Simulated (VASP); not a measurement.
# MnO (Fm-3m) in VASP: settings compared

The runs below take MnO through relaxation of cell and atoms, single point, with PBE-based screened hybrid with 25 % exact exchange, r2SCAN0, PBE.

Everything below comes from runs of VASP 6.6.1. Logs are shortened: lines on timing, memory, paths and dates and some standing lists are left out, and cuts for length are marked.

## 1. The cell of the first run

Symmetry: Fm-3m, No. 225, cubic system. Conventional cell: a = 4.448 Å, b = 4.448 Å, c = 4.448 Å, α = 90.00°, β = 90.00°, γ = 90.00°. Mn (site symmetry m-3m) has 6 O at 2.22 Å within 2.9 Å. Within 2.9 Å of O (site symmetry m-3m) lie 6 Mn at 2.22 Å.

## 2. Relaxation of cell and atoms, PBE-based screened hybrid with 25 % exact exchange, collinear spin, ferromagnetic start

File POSCAR:

```
MnO
1.0
    0.0000000000      2.2239077028      2.2239077028
    2.2239077028      0.0000000000      2.2239077028
    2.2239077028      2.2239077028      0.0000000000
Mn O
1 1
Direct
    0.0000000000      0.0000000000      0.0000000000
    0.5000000000      0.5000000000      0.5000000000
```

File INCAR.step1:

```
SYSTEM = MnO
ALGO = Normal
EDIFF = 1E-5
ENCUT = 600
GGA = PE
ISMEAR = -1
ISPIN = 2
KPAR = 4
LASPH = .True.
LCHARG = .False.
LMAXMIX = 4
LORBIT = 11
LREAL = .False.
LWAVE = .True.
MAGMOM = 4 0
NBANDS = 20
NELM = 150
PREC = Accurate
SIGMA = 0.05
```

File INCAR.step2:

```
SYSTEM = MnO
AEXX = 0.25
ALGO = Normal
EDIFF = 1E-6
EDIFFG = -0.01
ENCUT = 600
GGA = PE
HFSCREEN = 0.3
IBRION = 2
ISIF = 3
ISMEAR = -1
ISPIN = 2
ISTART = 1
KPAR = 4
LASPH = .True.
LCHARG = .False.
LHFCALC = .True.
LMAXMIX = 4
LORBIT = 11
LREAL = .False.
LWAVE = .False.
MAGMOM = 4 0
NELM = 150
NSW = 60
PREC = Accurate
PRECFOCK = Normal
SIGMA = 0.05
```

File KPOINTS:

```
k-points
0
Gamma
  5 5 5
  0 0 0
```

Potentials or basis: VASP PAW PBE potentials, release 64 (Mn_pv, O).

Command:

```bash
$ cat potpaw_PBE.64/Mn_pv/POTCAR potpaw_PBE.64/O/POTCAR > POTCAR
$ cp INCAR.step1 INCAR
$ mpirun -np 4 vasp_std > vasp.out
$ cp INCAR.step2 INCAR
$ mpirun -np 4 vasp_std > vasp.out
```

OUTCAR:

```text
SYSTEM = MnO
   AEXX = 0.25
   EDIFF = 1E-6
   EDIFFG = -0.01
   ENCUT = 600
   GGA = PE
   HFSCREEN = 0.3
   IBRION = 2
   ISIF = 3
   ISMEAR = -1
   ISPIN = 2
   ISTART = 1
   LASPH = .True.
   LHFCALC = .True.
   LORBIT = 11
   LREAL = .False.
   NELM = 150
   NSW = 60
   PREC = Accurate
   PRECFOCK = Normal

 ion  position               nearest neighbor table
   1  0.000  0.000  0.000-   2 2.22   2 2.22   2 2.22   2 2.22   2 2.22   2 2.22
   2  0.500  0.500  0.500-   1 2.22   1 2.22   1 2.22   1 2.22   1 2.22   1 2.22

  LATTYP: Found a face centered cubic cell.
 ALAT       =     4.4478154056

  Lattice vectors:

 A1 = (   0.0000000000,   2.2239077028,   2.2239077028)
 A2 = (   2.2239077028,   0.0000000000,   2.2239077028)
 A3 = (   2.2239077028,   2.2239077028,   0.0000000000)

Analysis of symmetry for initial positions (statically):
=====================================================================
 Subroutine PRICEL returns:
 Original cell was already a primitive cell.

 Routine SETGRP: Setting up the symmetry group for a
 face centered cubic supercell.

 Subroutine GETGRP returns: Found 48 space group operations
 (whereof 48 operations were pure point group operations)
 out of a pool of 48 trial point group operations.

The static configuration has the point symmetry O_h .

Analysis of symmetry for dynamics (positions and initial velocities):
=====================================================================
 Subroutine PRICEL returns:
 Original cell was already a primitive cell.

 Routine SETGRP: Setting up the symmetry group for a
 face centered cubic supercell.

 Subroutine GETGRP returns: Found 48 space group operations
 (whereof 48 operations were pure point group operations)
 out of a pool of 48 trial point group operations.

The dynamic configuration has the point symmetry O_h .

Analysis of structural, dynamic, and magnetic symmetry:
=====================================================================
 Subroutine PRICEL returns:
 Original cell was already a primitive cell.

 Routine SETGRP: Setting up the symmetry group for a
 face centered cubic supercell.

 Subroutine GETGRP returns: Found 48 space group operations
 (whereof 48 operations were pure point group operations)
 out of a pool of 48 trial point group operations.

The overall configuration has the point symmetry O_h .

 Subroutine INISYM returns: Found 48 space group operations
 (whereof 48 operations are pure point group operations),
 and found     1 'primitive' translations

----------------------------------------------------------------------------------------

                                     Primitive cell

  volume of cell :      21.9979

  direct lattice vectors                    reciprocal lattice vectors
     0.000000000  2.223907703  2.223907703    -0.224829474  0.224829474  0.224829474
     2.223907703  0.000000000  2.223907703     0.224829474 -0.224829474  0.224829474
     2.223907703  2.223907703  0.000000000     0.224829474  0.224829474 -0.224829474

  length of vectors
     3.145080435  3.145080435  3.145080435     0.389416073  0.389416073  0.389416073

  position of ions in fractional coordinates (direct lattice)
     0.000000000  0.000000000  0.000000000
     0.500000000  0.500000000  0.500000000

  ion indices of the primitive-cell ions
   primitive index   ion index
                 1           1
                 2           2

----------------------------------------------------------------------------------------

 KPOINTS: k-points

Automatic generation of k-mesh.
 Grid dimensions read from file:
 generate k-points for:    5    5    5

 Generating k-lattice:

  Cartesian coordinates                     Fractional coordinates (reciprocal lattice)
    -0.044965895  0.044965895  0.044965895     0.200000000  0.000000000  0.000000000
     0.044965895 -0.044965895  0.044965895     0.000000000  0.200000000  0.000000000
     0.044965895  0.044965895 -0.044965895     0.000000000  0.000000000  0.200000000

  Length of vectors
     0.077883215  0.077883215  0.077883215

  Shift w.r.t. Gamma in fractional coordinates (k-lattice)
     0.000000000  0.000000000  0.000000000

 Subroutine IBZKPT returns following result:
 ===========================================

 Found     10 irreducible k-points:

 Following reciprocal coordinates:
            Coordinates               Weight
  0.000000  0.000000  0.000000      1.000000
  0.200000  0.000000  0.000000      8.000000
  0.400000  0.000000  0.000000      8.000000
  0.200000  0.200000  0.000000      6.000000
  0.400000  0.200000  0.000000     24.000000
 -0.400000  0.200000  0.000000     24.000000
 -0.200000  0.200000  0.000000     12.000000
  0.400000  0.400000  0.000000      6.000000
 -0.400000  0.400000  0.000000     12.000000
 -0.400000  0.400000  0.200000     24.000000
   k-points           NKPTS =     10   k-points in BZ     NKDIM =    125   number of bands    NBANDS=     15
[... 41 lines left out ...]
   LORBIT       =     11    0 simple, 1 ext, 2 COOP (PROOUT), +10 PAW based schemes
   GGA     = PE    functional components
   LHFCALC =     T    Hartree Fock is set to
   PRECFOCK=normal    Normal, Fast or Accurate (Low or Medium for compatibility)
   ENCUT4O =  -1.0   cutoff for four orbital integrals eV
   NKREDX  =     1    reduce k-point grid by
   NKREDY  =     1    reduce k-point grid by
   NKREDZ  =     1    reduce k-point grid by
   AEXX    =    0.2500 exact exchange contribution
   HFSCREEN=    0.3000 screening length (either q_TF or 0.3 A-1)
   HFSCREENC=   0.3000 screening length for correlation (either q_TF or 0.3 A-1)
   ENCUTFOCK=  -1.0 apply spherical cutoff to Coloumb kernel
   IVDW    =     0    specifies the selected vdW correction
   LEPSILON=     F    determine dielectric tensor
   LRPA    =     F    only Hartree local field effects (RPA)
 conjugate gradient relaxation of ions
 spin polarized calculation
  energy-cutoff  :      600.00
  volume of cell :       22.00
 maximum number of plane-waves:       745
 NGX is ok and might be reduce to    28
  NGX = 20; NGY = 20; NGZ = 20

--------------------------------------- Ionic step        1  -------------------------------------------

 number of electron      18.9999997 magnetization       5.0013639

 Free energy of the ion-electron system (eV)
  ---------------------------------------------------
  ext. energy  EPLUGINS =         0.00000000
  ---------------------------------------------------
  free energy    TOTEN  =       -23.05090301 eV

  energy without entropy =      -23.05090273  energy(sigma->0) =      -23.05090287

------------------------ aborting loop because EDIFF is reached ----------------------------------------

  FORCE on cell =-STRESS in cart. coord.  units (eV):
  Direction    XX          YY          ZZ          XY          YZ          ZX
  --------------------------------------------------------------------------------------
  -------------------------------------------------------------------------------------
  Total        0.1857431      0.1857431      0.1857431      0.0000000      0.0000000     -0.0000000
  in kB       13.5282912     13.5282912     13.5282912      0.0000000      0.0000000     -0.0000000
  external PRESSURE =      13.5282912 kB  Pullay stress =       0.0000000 kB
[... 57 lines left out ...]
  energy  without entropy=      -23.0513451462  energy(sigma->0) =      -23.05134532

--------------------------------------- Ionic step        3  -------------------------------------------

 number of electron      18.9999994 magnetization       4.9999999

 Free energy of the ion-electron system (eV)
  ---------------------------------------------------
  ext. energy  EPLUGINS =         0.00000000
  ---------------------------------------------------
  free energy    TOTEN  =       -23.05165691 eV

  energy without entropy =      -23.05165659  energy(sigma->0) =      -23.05165675

 E-fermi :   6.7006     XC(G=0):  -9.7729

 val. band max:        6.0253005564   @ k =   0.4000   0.0000   0.0000
 cond. band min:       7.2204989384   @ k =   0.0000   0.0000   0.0000
 fundamental gap:      1.1951983820
 Fermi energy:         6.7005761695

 spin component 1

 k-point     1 :       0.0000    0.0000    0.0000
  band No.  band energies     occupation
      1     -47.4023      1.00000
      2     -47.4023      1.00000
      3     -47.4023      1.00000
      4     -15.1373      1.00000
      5       2.2536      1.00000
      6       2.2536      1.00000
      7       2.2536      1.00000
      8       2.6152      1.00000
      9       2.6152      1.00000
     10       2.8427      1.00000
     11       2.8427      1.00000
     12       2.8427      1.00000
     13       7.2205      0.00003
     14      21.8874      0.00000
     15      24.3032      0.00000
[... 145 lines left out ...]
 k-point    10 :      -0.4000    0.4000    0.2000
  band No.  band energies     occupation
      1     -47.4500      1.00000
      2     -47.4356      1.00000
      3     -47.4220      1.00000
      4     -14.1135      1.00000
      5      -0.8245      1.00000
      6       0.0814      1.00000
      7       0.0943      1.00000
      8       2.9088      1.00000
      9       3.1224      1.00000
     10       3.5655      1.00000
     11       3.7712      1.00000
     12       5.0858      1.00000
     13      14.3830      0.00000
     14      16.0920      0.00000
     15      16.6232      0.00000
 Fermi energy:         6.7005761695

 spin component 2

 k-point     1 :       0.0000    0.0000    0.0000
  band No.  band energies     occupation
      1     -40.6092      1.00000
      2     -40.6092      1.00000
      3     -40.6092      1.00000
      4     -14.5550      1.00000
      5       3.4613      1.00000
      6       3.4613      1.00000
      7       3.4613      1.00000
      8       8.6744      0.00000
      9      10.0209      0.00000
     10      10.0209      0.00000
     11      10.0209      0.00000
     12      10.7505      0.00000
     13      10.7505      0.00000
     14      22.5536      0.00000
     15      26.5242      0.00000
[... 189 lines left out ...]
  FREE ENERGIE OF THE ION-ELECTRON SYSTEM (eV)
  ---------------------------------------------------
  free  energy   TOTEN  =       -23.0516569118 eV

  energy  without entropy=      -23.0516565912  energy(sigma->0) =      -23.05165675

 reached required accuracy - stopping structural energy minimisation

 total charge

# of ion       s       p       d       tot
------------------------------------------
    1        0.196   6.173   4.947  11.315
    2        1.554   3.478   0.000   5.032
--------------------------------------------------
tot          1.749   9.652   4.947  16.348

 magnetization (x)

# of ion       s       p       d       tot
------------------------------------------
    1        0.025   0.019   4.540   4.585
    2        0.026   0.171   0.000   0.197
--------------------------------------------------
tot          0.051   0.190   4.540   4.782
```

It took 23 min on 4 MPI ranks of Intel Xeon Platinum 8375C at 2.90GHz (Ice Lake), shared host; peak memory 0.27 GiB.

Results:

```
Free energy                                           : -23.0517 eV
Relaxed volume                                        : 11.09 Å³/atom
Relaxed cell                                          : a = 3.154 Å, b = 3.154 Å, c = 3.154 Å, α = 60.00°, β = 60.00°, γ = 60.00°
Space group after relaxing (to 0.1 Å)                 : Fm-3m (No. 225)
Energy gained by relaxing                             : 0.4 meV/atom
Ionic steps                                           : 3
Pressure after relaxing                               : 0.0 GPa
Band gap on the k mesh                                : 1.20 eV (least direct gap 3.76 eV)
Net moment                                            : 5.00 μB per cell
Site moments                                          : Mn +4.58; O +0.20 μB
Valence electrons inside the program's atomic spheres : Mn 11.31; O 5.03
```

Step by step:
```tsv
step	energy change (eV)	largest force (eV/Å)	pressure (GPa)	volume (Å³)
1	0.0000	0.0000	1.35	22.00
2	-0.0004	0.0000	-0.88	22.29
3	-0.0008	0.0000	0.03	22.18
```

Final structure:
```xyz
2
Lattice="0.0000 2.2300 2.2300 2.2300 0.0000 2.2300 2.2300 2.2300 0.0000" Properties=species:S:1:pos:R:3 pbc="T T T"
Mn    0.0000    0.0000    0.0000
O     2.2300    2.2300    2.2300
```

Caveat: the k points lie up to 0.49 Å⁻¹ apart in the final cell; the PAW data sets were made with another functional, which shifts forces and pressure a little; an odd mesh through Γ misses points on the zone boundary, where band edges can lie; a cell with one magnetic atom can't hold antiferromagnetic order, which such compounds often take.

## 3. Single point, r2SCAN0, collinear spin, ferromagnetic start

POSCAR is that of step 2.

File INCAR.step1:

```
SYSTEM = MnO
PREC = Accurate
ENCUT = 520
EDIFF = 1E-5
ISMEAR = -1
SIGMA = 0.05
LREAL = .False.
LASPH = .True.
NELM = 150
ALGO = Normal
ISIF = 2
LWAVE = .True.
LCHARG = .False.
ISPIN = 2
MAGMOM = 4 0
LORBIT = 11
LMAXMIX = 4
GGA = PE
NBANDS = 20
KPAR = 4
```

File INCAR.step2:

```
SYSTEM = MnO
PREC = Accurate
ENCUT = 520
EDIFF = 1E-7
ISMEAR = -1
SIGMA = 0.05
LREAL = .False.
LASPH = .True.
NELM = 150
ALGO = Normal
ISIF = 2
LWAVE = .False.
LCHARG = .False.
ISPIN = 2
MAGMOM = 4 0
LORBIT = 11
LMAXMIX = 4
METAGGA = R2SCAN
LHFCALC = .True.
AEXX = 0.25
LMIXTAU = .True.
PRECFOCK = Normal
ISTART = 1
NBANDS = 20
KPAR = 4
```

File KPOINTS:

```
Automatic mesh
0
Gamma
  6 6 6
  0 0 0
```

Potentials or basis: VASP PAW PBE potentials, release 64 (Mn_pv, O).

Command:

```bash
$ cat potpaw_PBE.64/Mn_pv/POTCAR potpaw_PBE.64/O/POTCAR > POTCAR
$ cp INCAR.step1 INCAR
$ mpirun -np 4 vasp_std > vasp.out
$ cp INCAR.step2 INCAR
$ mpirun -np 4 vasp_std > vasp.out
```

Run time: 34 min. Hardware: 4 MPI ranks of AMD EPYC 7R43 (Zen 3), shared host; peak memory 0.14 GiB.

It converged, with:

- Free energy: -31.7529 eV
- Pressure: -1.0 GPa
- Band gap on the k mesh: 2.49 eV (least direct gap 5.15 eV)
- Net moment: 5.00 μB per cell
- Site moments: Mn +4.61; O +0.20 μB
- Valence electrons inside the program's atomic spheres: Mn 11.32; O 5.06

Levels at points of the mesh, in eV from the valence-band top:
Spin up:
```
           k point  band 8  band 9  band 10  band 11  band 12  band 13  band 14  band 15  band 16  band 17
(0.00, 0.00, 0.00)   -3.75   -3.75    -3.39    -3.39    -3.39     2.49    17.38    19.88    19.88    19.88
(0.50, 0.00, 0.00)   -3.25   -3.25    -2.51     0.00     0.00     6.65    11.55    15.52    15.52    22.27
(0.50, 0.50, 0.00)   -4.54   -3.36    -2.99    -2.99    -2.95     8.44    11.59    13.48    17.77    17.77
```
Spin down:
```
           k point  band 4  band 5  band 6  band 7  band 8  band 9  band 10  band 11
(0.00, 0.00, 0.00)  -21.41   -2.66   -2.66   -2.66    4.17    5.74     5.74     5.74
(0.50, 0.00, 0.00)  -20.36   -7.10   -4.12   -4.12    7.13    7.47     7.47     7.87
(0.50, 0.50, 0.00)  -20.39   -6.18   -3.82   -3.82    3.48    7.39     7.49     8.08
```

Caveat: the PAW data sets were made with another functional, which shifts forces and pressure a little; a cell with one magnetic atom can't hold antiferromagnetic order, which such compounds often take.

## 4. Single point, PBE, collinear spin, ferromagnetic start

File INCAR:

```
  ALGO = Normal
  EDIFF = 1E-7
  ENCUT = 520
  GGA = PE
  ISIF = 2
  ISMEAR = 0
  ISPIN = 2
  LASPH = T
  LCHARG = F
  LMAXMIX = 4
  LORBIT = 11
  LREAL = F
  LWAVE = F
  MAGMOM = 4 0
  NBANDS = 20
  NELM = 150
  PREC = Accurate
  SIGMA = 0.023
```

File KPOINTS:

```
k-points
0
Gamma
  10 10 10
```

POSCAR is that of step 3.

Command:

```bash
$ cat potpaw_PBE.64/Mn_pv/POTCAR potpaw_PBE.64/O/POTCAR > POTCAR
$ mpirun -np 1 vasp_std > vasp.out
```

It took 35 s on 1 thread of Intel Xeon 8259CL, shared host; peak memory 0.17 GiB.

It converged, with:

| Quantity | Value |
| --- | --- |
| Free energy | -16.4027 eV |
| Pressure | 0.4 GPa |
| Net moment | 4.80 μB per cell |
| Site moments | Mn +4.36; O +0.21 μB |
| Valence electrons inside the program's atomic spheres | Mn 11.35; O 4.98 |

Levels at points of the mesh, in eV from the Fermi level:
Spin up:
| k point | band 8 | band 9 | band 10 | band 11 | band 12 | band 13 | band 14 | band 15 | band 16 | band 17 |
| --- | --- | --- | --- | --- | --- | --- | --- | --- | --- | --- |
| (0.00, 0.00, 0.00) | -3.20 | -3.20 | -3.20 | -2.67 | -2.67 | -0.51 | 13.98 | 16.34 | 16.34 | 16.34 |
| (0.50, 0.00, 0.00) | -2.31 | -2.31 | -1.87 | 0.22 | 0.22 | 3.49 | 7.74 | 11.88 | 11.88 | 18.46 |
| (0.50, 0.50, 0.00) | -4.20 | -2.25 | -2.04 | -2.04 | -1.91 | 5.02 | 7.83 | 10.41 | 13.65 | 13.65 |
Spin down:
| k point | band 3 | band 4 | band 5 | band 6 | band 7 | band 8 | band 9 | band 10 | band 11 | band 12 |
| --- | --- | --- | --- | --- | --- | --- | --- | --- | --- | --- |
| (0.00, 0.00, 0.00) | -45.67 | -19.79 | -3.32 | -3.32 | -3.32 | 0.78 | 0.78 | 0.78 | 0.82 | 1.41 |
| (0.50, 0.00, 0.00) | -45.68 | -18.83 | -7.33 | -4.81 | -4.81 | 1.96 | 2.01 | 2.01 | 3.67 | 3.67 |
| (0.50, 0.50, 0.00) | -45.70 | -18.86 | -6.38 | -4.30 | -4.30 | -0.79 | 1.99 | 2.19 | 2.44 | 2.44 |

Caveat: a cell with one magnetic atom can't hold antiferromagnetic order, which such compounds often take; semilocal functionals often make such compounds metallic where correlation or magnetic order opens a gap, which also shifts bond lengths. With open d or f shells a metallic result of PBE can be an artefact of self-interaction; +U or a hybrid may open a gap.

## 5. Overview

| task | level | cell | k mesh | cutoff (eV) | smearing | grid for exact exchange (PRECFOCK) | share of exact exchange | screening parameter | gap on the mesh (eV) | pressure (GPa) | moment (μB) |
| --- | --- | --- | --- | --- | --- | --- | --- | --- | --- | --- | --- |
| relaxation of cell and atoms | PBE-based screened hybrid with 25 % exact exchange | relaxed | 5 × 5 × 5 | 600 | fermi-dirac 0.05 eV | Normal | 0.25 | 0.3 1/Å | 1.20 | 0.0 | 5.00 |
| single point | r2SCAN0 | as given | 6 × 6 × 6 | 520 | fermi-dirac 0.05 eV | Normal | 0.25 | - | 2.49 | -1.0 | 5.00 |
| single point | PBE | as given | 10 × 10 × 10 | 520 | gaussian 0.023 eV | - | - | - | none | 0.4 | 4.80 |

Alike in all rows: potentials or basis VASP PAW PBE potentials, release 64 (Mn_pv, O); spin collinear, ferromagnetic start.

Caveats: some runs use coarse meshes; a cell with one magnetic atom can't hold antiferromagnetic order, which such compounds often take; the PAW data sets were made with another functional, which shifts forces and pressure a little (at least some runs); an odd mesh through Γ misses points on the zone boundary, where band edges can lie (at least some runs); semilocal functionals often make such compounds metallic where correlation or magnetic order opens a gap, which also shifts bond lengths (at least some runs).

Absolute energies hang on the potentials; compare differences alone.
